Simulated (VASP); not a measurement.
# Os (Pm-3m) in VASP: further runs

The runs below take Os through single point, with PBE.

Program: VASP 6.6.1. These are calculated values, not measurements. Logs are shortened: lines on timing, memory, paths and dates and some standing lists are left out, and cuts for length are marked.

## (1) The cell of the first run

Symmetry: Pm-3m, No. 221, cubic system. Conventional cell: a = 2.428 Å, b = 2.428 Å, c = 2.428 Å, α = 90.00°, β = 90.00°, γ = 90.00°. Os (site symmetry m-3m) has 6 Os at 2.43 Å within 3.2 Å.

This isn't the form of Os at room conditions, which is hcp.

## (2) Single point, PBE

Input file INCAR:

```
SYSTEM = Os
PREC     = Accurate       ! precision mode
ENCUT    = 520            ! plane-wave cutoff, eV
EDIFF    = 1E-6           ! SCF threshold, eV
ISMEAR   = 1              ! smearing method
SIGMA    = 0.05           ! smearing width, eV
LREAL    = .False.        ! projectors in reciprocal space
LASPH    = .True.         ! aspherical terms in the spheres
NELM     = 60             ! most SCF steps
ALGO     = Normal         ! electronic algorithm
ISIF     = 2              ! what is computed and relaxed
LWAVE    = .False.        ! write WAVECAR
LCHARG   = .True.         ! write CHGCAR
GGA      = PE             ! functional
LELF     = .True.         ! ELF
LVHAR    = .True.       
NBANDS   = 10             ! bands
```

Input file KPOINTS:

```
Automatic mesh
0
Gamma
  19 19 19
  0 0 0
```

Input file POSCAR:

```
Os
1.0
    2.4282418132      0.0000000000      0.0000000000
    0.0000000000      2.4282418132      0.0000000000
    0.0000000000      0.0000000000      2.4282418132
Os
1
Direct
    0.0000000000      0.0000000000      0.0000000000
```

Potentials or basis: VASP PAW PBE potentials, release 64 (Os).

Started as:

```console
> cat potpaw_PBE.64/Os/POTCAR > POTCAR
> mpirun -np 1 vasp_std > vasp.out
```

OUTCAR:

```text
SYSTEM = Os
   PREC = Accurate
   ENCUT = 520
   EDIFF = 1E-6
   ISMEAR = 1
   LREAL = .False.
   LASPH = .True.
   NELM = 60
   ISIF = 2
   GGA = PE

 ion  position               nearest neighbor table
   1  0.000  0.000  0.000-

  LATTYP: Found a simple cubic cell.
 ALAT       =     2.4282418132

  Lattice vectors:

 A1 = (   2.4282418132,   0.0000000000,   0.0000000000)
 A2 = (   0.0000000000,   2.4282418132,   0.0000000000)
 A3 = (   0.0000000000,   0.0000000000,   2.4282418132)

Analysis of symmetry for initial positions (statically):
=====================================================================
 Subroutine PRICEL returns:
 Original cell was already a primitive cell.

 Routine SETGRP: Setting up the symmetry group for a
 simple cubic supercell.

 Subroutine GETGRP returns: Found 48 space group operations
 (whereof 48 operations were pure point group operations)
 out of a pool of 48 trial point group operations.

The static configuration has the point symmetry O_h .

Analysis of symmetry for dynamics (positions and initial velocities):
=====================================================================
 Subroutine PRICEL returns:
 Original cell was already a primitive cell.

 Routine SETGRP: Setting up the symmetry group for a
 simple cubic supercell.

 Subroutine GETGRP returns: Found 48 space group operations
 (whereof 48 operations were pure point group operations)
 out of a pool of 48 trial point group operations.

The dynamic configuration has the point symmetry O_h .

 Subroutine INISYM returns: Found 48 space group operations
 (whereof 48 operations are pure point group operations),
 and found     1 'primitive' translations

----------------------------------------------------------------------------------------

                                     Primitive cell

  volume of cell :      14.3178

  direct lattice vectors                    reciprocal lattice vectors
     2.428241813  0.000000000  0.000000000     0.411820600  0.000000000  0.000000000
     0.000000000  2.428241813  0.000000000     0.000000000  0.411820600  0.000000000
     0.000000000  0.000000000  2.428241813     0.000000000  0.000000000  0.411820600

  length of vectors
     2.428241813  2.428241813  2.428241813     0.411820600  0.411820600  0.411820600

  position of ions in fractional coordinates (direct lattice)
     0.000000000  0.000000000  0.000000000

  ion indices of the primitive-cell ions
   primitive index   ion index
                 1           1

----------------------------------------------------------------------------------------

 KPOINTS: Automatic mesh

Automatic generation of k-mesh.
 Grid dimensions read from file:
 generate k-points for:   19   19   19

 Generating k-lattice:

  Cartesian coordinates                     Fractional coordinates (reciprocal lattice)
     0.021674768  0.000000000  0.000000000     0.052631579  0.000000000  0.000000000
     0.000000000  0.021674768  0.000000000     0.000000000  0.052631579  0.000000000
     0.000000000  0.000000000  0.021674768     0.000000000  0.000000000  0.052631579

  Length of vectors
     0.021674768  0.021674768  0.021674768

  Shift w.r.t. Gamma in fractional coordinates (k-lattice)
     0.000000000  0.000000000  0.000000000

 Subroutine IBZKPT returns following result:
 ===========================================

 Found    220 irreducible k-points:

 Following reciprocal coordinates:
            Coordinates               Weight
  0.000000  0.000000  0.000000      1.000000
  0.052632  0.000000  0.000000      6.000000
  0.105263  0.000000  0.000000      6.000000
  0.157895  0.000000  0.000000      6.000000
  0.210526  0.000000  0.000000      6.000000
  0.263158  0.000000  0.000000      6.000000
[... 16 lines left out ...]
  0.263158  0.105263  0.000000     24.000000
  0.315789  0.105263  0.000000     24.000000
 [... further k-points ...]
   k-points           NKPTS =    220   k-points in BZ     NKDIM =    220   number of bands    NBANDS=     10
   number of dos      NEDOS =    301   number of ions     NIONS =      1
   total plane-waves  NPLWV =   5832
   dimension x,y,z NGX =    18 NGY =   18 NGZ =   18
   dimension x,y,z NGXF=    36 NGYF=   36 NGZF=   36
   ions per type =               1
   NGX,Y,Z   is equivalent  to a cutoff of  12.32, 12.32, 12.32 a.u.
   NGXF,Y,Z  is equivalent  to a cutoff of  24.65, 24.65, 24.65 a.u.
 SYSTEM =  Os
   PREC   = accura    normal or accurate (medium, high low for compatibility)
   ISTART =      0    job   : 0-new  1-cont  2-samecut
   ICHARG =      2    charge: 1-file 2-atom 10-const
   ISPIN  =      1    spin polarized calculation?
   LNONCOLLINEAR =      F non collinear calculations
   LSORBIT =      F    spin-orbit coupling
   LASPH  =      T    aspherical Exc in radial PAW
   ENCUT  =  520.0 eV  38.22 Ry    6.18 a.u.   4.51  4.51  4.51*2*pi/ulx,y,z
   NELM   =     60;   NELMIN=  2; NELMDL= -5     # of ELM steps
   EDIFF  = 0.1E-05   stopping-criterion for ELM
   LREAL  =      F    real-space projection
   EDIFFG = 0.1E-04   stopping-criterion for IOM
   NSW    =      0    number of steps for IOM
   IBRION =     -1    ionic relax: 0-MD 1-quasi-New 2-CG
   NFREE  =      0    steps in history (QN), initial steepest desc. (CG)
   ISIF   =      2    stress and relaxation
   ISYM   =      2    0-nonsym 1-usesym 2-fastsym
   POTIM  = 0.5000    time-step for ionic-motion
   TEBEG  =    0.0;   TEEND  =   0.0 temperature during run
   PSTRESS=    0.0 pullay stress
   NELECT =       8.0000    total number of electrons
   NUPDOWN=      -1.0000    fix difference up-down
   EMIN   =  10.00;   EMAX   =-10.00  energy-range for DOS
   EFERMI =   0.00;   METHOD = LEGACY
   ISMEAR =     1;   SIGMA  =   0.05  broadening in eV -4-tet -1-fermi 0-gaus
   EFERMI_NEDOS =   21; number of points for ismear=-14 and -15
   IALGO  =     38    algorithm
   IMIX   =      4    mixing-type and parameters
     AMIX     =   0.40;   BMIX     =  1.00
     AMIX_MAG =   1.60;   BMIX_MAG =  1.00
  volume/ion in A,a.u.               =      14.32        96.62
  Fermi-wavevector in a.u.,A,eV,Ry     =   1.348382  2.548072 24.737209  1.818134
  Thomas-Fermi vector in A             =   2.476055
   LORBIT       =      0    0 simple, 1 ext, 2 COOP (PROOUT), +10 PAW based schemes
   GGA     = PE    functional components
   LHFCALC =     F    Hartree Fock is set to
   AEXX    =    0.0000 exact exchange contribution
   IVDW    =     0    specifies the selected vdW correction
   LEPSILON=     F    determine dielectric tensor
   LRPA    =     F    only Hartree local field effects (RPA)
 non-spin polarized calculation
 Methfessel and Paxton  Order N= 1 SIGMA  =   0.05
  energy-cutoff  :      520.00
  volume of cell :       14.32
 maximum number of plane-waves:       398
 NGX is ok and might be reduce to    18
   NGX =  9   NGY =  9   NGZ =  9

 number of electron       7.9999998 magnetization

 Free energy of the ion-electron system (eV)
  ---------------------------------------------------
  ext. energy  EPLUGINS =         0.00000000
  ---------------------------------------------------
  free energy    TOTEN  =        -9.35046813 eV

  energy without entropy =       -9.35026011  energy(sigma->0) =       -9.35039879

 E-fermi :   9.3940     XC(G=0): -13.7431

 val. band max:        9.3926627212   @ k =   0.2105   0.2105   0.1579
 cond. band min:       9.3981860774   @ k =   0.3158   0.3158   0.1579
 fundamental gap:      0.0055233563
 Fermi energy:         9.3940019134

 k-point     1 :       0.0000    0.0000    0.0000
  band No.  band energies     occupation
      1      -1.4016      2.00000
      2       2.0664      2.00000
      3       2.0664      2.00000
      4      12.2886      0.00000
      5      12.2886      0.00000
      6      12.2886      0.00000
      7      26.0329      0.00000
      8      26.0329      0.00000
      9      26.0329      0.00000
     10      32.9102      0.00000

 k-point     2 :       0.0526    0.0000    0.0000
  band No.  band energies     occupation
      1      -1.2947      2.00000
      2       2.0920      2.00000
      3       2.1855      2.00000
      4      12.1282      0.00000
      5      12.1282      0.00000
      6      12.3002      0.00000
      7      25.4050      0.00000
      8      26.2576      0.00000
      9      26.2576      0.00000
     10      33.3884      0.00000

 k-point     3 :       0.1053    0.0000    0.0000
  band No.  band energies     occupation
      1      -0.9937      2.00000
      2       2.1667      2.00000
      3       2.5473      2.00000
      4      11.6894      0.00000
      5      11.6894      0.00000
      6      12.3339      0.00000
      7      24.0060      0.00000
      8      26.8837      0.00000
      9      26.8837      0.00000
     10      33.0848      0.00000

 k-point     4 :       0.1579    0.0000    0.0000
  band No.  band energies     occupation
      1      -0.5499      2.00000
      2       2.2845      2.00000
      3       3.1580      2.00000
      4      11.0717      0.00000
      5      11.0717      0.00000
      6      12.3864      0.00000
      7      22.4182      0.00000
      8      27.7974      0.00000
      9      27.7974      0.00000
     10      31.3048      0.00000
[... 222 lines left out ...]
 k-point    22 :       0.2105    0.1053    0.0000
  band No.  band energies     occupation
      1       0.3879      2.00000
      2       2.8155      2.00000
      3       4.1550      2.00000
      4       9.7209     -0.00000
      5      10.4348      0.00000
      6      11.9050      0.00000
      7      21.6440      0.00000
      8      26.4511      0.00000
      9      29.7843      0.00000
     10      30.3015      0.00000

 k-point    23 :       0.2632    0.1053    0.0000
  band No.  band energies     occupation
      1       0.9296      2.00000
      2       2.9980      2.00000
      3       5.0681      2.00000
      4       9.1439      2.00000
      5       9.7701     -0.00000
      6      11.9847      0.00000
      7      20.3056      0.00000
      8      27.1939      0.00000
      9      29.1844      0.00000
     10      30.9498      0.00000

 k-point    24 :       0.3158    0.1053    0.0000
  band No.  band energies     occupation
      1       1.4584      2.00000
      2       3.1846      2.00000
      3       5.8134      2.00000
      4       8.8866      2.00000
      5       9.1777      2.00000
      6      12.0649      0.00000
      7      19.2493      0.00000
      8      27.2936      0.00000
      9      28.8430      0.00000
     10      32.0997      0.00000

 [... further k-points ...]
[... 5 lines left out ...]
  --------------------------------------------------------------------------------------
  -------------------------------------------------------------------------------------
  Total        5.4177720      5.4177720      5.4177720      0.0000000      0.0000000      0.0000000
  in kB      606.2552404    606.2552404    606.2552404      0.0000000      0.0000000      0.0000000
  external PRESSURE =     606.2552404 kB  Pullay stress =       0.0000000 kB

 VOLUME and BASIS-vectors are now :
 -----------------------------------------------------------------------------
  energy-cutoff  :      520.00
  volume of cell :       14.32
      direct lattice vectors                 reciprocal lattice vectors
     2.428241813  0.000000000  0.000000000     0.411820600  0.000000000  0.000000000
     0.000000000  2.428241813  0.000000000     0.000000000  0.411820600  0.000000000
     0.000000000  0.000000000  2.428241813     0.000000000  0.000000000  0.411820600

 POSITION                                       TOTAL-FORCE (eV/Angst)
 -----------------------------------------------------------------------------------
      0.00000      0.00000      0.00000         0.000000      0.000000      0.000000
 -----------------------------------------------------------------------------------
    total drift:                                0.000000      0.000000      0.000000

  FREE ENERGIE OF THE ION-ELECTRON SYSTEM (eV)
  ---------------------------------------------------
  free  energy   TOTEN  =        -9.3504681340 eV

  energy  without entropy=       -9.3502601066  energy(sigma->0) =       -9.35039879
```

Wall time 21 s (1 thread of Intel Xeon Platinum 8375C at 2.90GHz (Ice Lake), shared host); peak memory 0.14 GiB.

What came out:

| Quantity | Value |
| --- | --- |
| Free energy | -9.3505 eV |
| Pressure | 60.6 GPa |
| Band gap on the k mesh | zero (bands 4 and 5 overlap by 7.37 eV) |

Caveat: the cell stands under pressure; spin-orbit coupling is left out, which moves the levels of the heavy elements.

## (3) Single point, PBE

This run uses another cell than the first one, of 14.92 Å³/atom.

Input file INCAR:

```
ALGO     = Normal         # electronic algorithm
EDIFF    = 1E-6           # SCF threshold, eV
ENCUT    = 520            # plane-wave cutoff, eV
GGA      = PE             # functional
ISIF     = 2              # what is computed and relaxed
ISMEAR   = 1              # smearing method
LASPH    = True           # aspherical terms in the spheres
LCHARG   = False          # write CHGCAR
LREAL    = False          # projectors in reciprocal space
LWAVE    = False          # write WAVECAR
NBANDS   = 10             # bands
NELM     = 60             # most SCF steps
PREC     = Accurate       # precision mode
SIGMA    = 0.05           # smearing width, eV
```

Input file KPOINTS:

```
k-points
0
Gamma
  19 19 19
```

Input file POSCAR:

```
Os
1.0
    2.4619167415      0.0000000000      0.0000000000
    0.0000000000      2.4619167415      0.0000000000
    0.0000000000      0.0000000000      2.4619167415
Os
1
Direct
    0.0000000000      0.0000000000      0.0000000000
```

Potentials or basis: VASP PAW PBE potentials, release 64 (Os).

Started as:

```console
> cat potpaw_PBE.64/Os/POTCAR > POTCAR
> mpirun -np 1 vasp_std > vasp.out
```

OUTCAR:

```text
EDIFF = 1E-6
   ENCUT = 520
   GGA = PE
   ISIF = 2
   ISMEAR = 1
   LASPH = True
   LREAL = False
   NELM = 60
   PREC = Accurate

 ion  position               nearest neighbor table
   1  0.000  0.000  0.000-

  LATTYP: Found a simple cubic cell.
 ALAT       =     2.4619167415

  Lattice vectors:

 A1 = (   2.4619167415,   0.0000000000,   0.0000000000)
 A2 = (   0.0000000000,   2.4619167415,   0.0000000000)
 A3 = (   0.0000000000,   0.0000000000,   2.4619167415)

Analysis of symmetry for initial positions (statically):
=====================================================================
 Subroutine PRICEL returns:
 Original cell was already a primitive cell.

 Routine SETGRP: Setting up the symmetry group for a
 simple cubic supercell.

 Subroutine GETGRP returns: Found 48 space group operations
 (whereof 48 operations were pure point group operations)
 out of a pool of 48 trial point group operations.

The static configuration has the point symmetry O_h .

Analysis of symmetry for dynamics (positions and initial velocities):
=====================================================================
[... 156 lines left out ...]
 E-fermi :   8.7721     XC(G=0): -13.5083

 val. band max:        8.7711878135   @ k =   0.3158   0.1053   0.1053
 cond. band min:       8.7734257603   @ k =   0.2632   0.1579   0.1053
 fundamental gap:      0.0022379469
 Fermi energy:         8.7720971466

 k-point     1 :       0.0000    0.0000    0.0000
  band No.  band energies     occupation
      1      -1.6549      2.00000
      2       1.8401      2.00000
      3       1.8401      2.00000
      4      11.4807      0.00000
      5      11.4807      0.00000
      6      11.4807      0.00000
      7      25.0926      0.00000
      8      25.0926      0.00000
      9      25.0926      0.00000
     10      31.7410      0.00000
[... 287 lines left out ...]
 k-point    24 :       0.3158    0.1053    0.0000
  band No.  band energies     occupation
      1       1.1264      2.00000
      2       2.8877      2.00000
      3       5.3600      2.00000
      4       8.3005      2.00000
      5       8.5842      2.00000
      6      11.2738      0.00000
      7      18.3536      0.00000
      8      26.4337      0.00000
      9      27.8907      0.00000
     10      30.9166      0.00000

 [... further k-points ...]
[... 5 lines left out ...]
  --------------------------------------------------------------------------------------
  -------------------------------------------------------------------------------------
  Total        3.7519622      3.7519622      3.7519622      0.0000000      0.0000000      0.0000000
  in kB      402.8551756    402.8551756    402.8551756      0.0000000      0.0000000      0.0000000
  external PRESSURE =     402.8551756 kB  Pullay stress =       0.0000000 kB

 VOLUME and BASIS-vectors are now :
 -----------------------------------------------------------------------------
  energy-cutoff  :      520.00
  volume of cell :       14.92
      direct lattice vectors                 reciprocal lattice vectors
     2.461916742  0.000000000  0.000000000     0.406187579  0.000000000  0.000000000
     0.000000000  2.461916742  0.000000000     0.000000000  0.406187579  0.000000000
     0.000000000  0.000000000  2.461916742     0.000000000  0.000000000  0.406187579

 POSITION                                       TOTAL-FORCE (eV/Angst)
 -----------------------------------------------------------------------------------
      0.00000      0.00000      0.00000         0.000000      0.000000      0.000000
 -----------------------------------------------------------------------------------
    total drift:                               -0.000000      0.000000      0.000000

  FREE ENERGIE OF THE ION-ELECTRON SYSTEM (eV)
  ---------------------------------------------------
  free  energy   TOTEN  =        -9.5396161601 eV

  energy  without entropy=       -9.5392747255  energy(sigma->0) =       -9.53950235
```

stdout:

```text
POSCAR found type information on POSCAR Os
 POSCAR found :  1 types and       1 ions
 scaLAPACK will be used
 LDA part: xc-table for (Slater+PW92), standard interpolation
 POSCAR, INCAR and KPOINTS ok, starting setup
 FFT: planning ... GRIDC
 FFT: planning ... GRID_SOFT
 FFT: planning ... GRID
 WAVECAR not read
 entering main loop
```

It took 26 s on 1 thread of Intel Xeon Platinum 8375C at 2.90GHz (Ice Lake), shared host; peak memory 0.14 GiB.

What came out:

| Quantity | Value |
| --- | --- |
| Free energy | -9.5396 eV |
| Pressure | 40.3 GPa |
| Band gap on the k mesh | zero (bands 4 and 5 overlap by 6.92 eV) |

Caveat: the cell stands under pressure; spin-orbit coupling is left out, which moves the levels of the heavy elements.
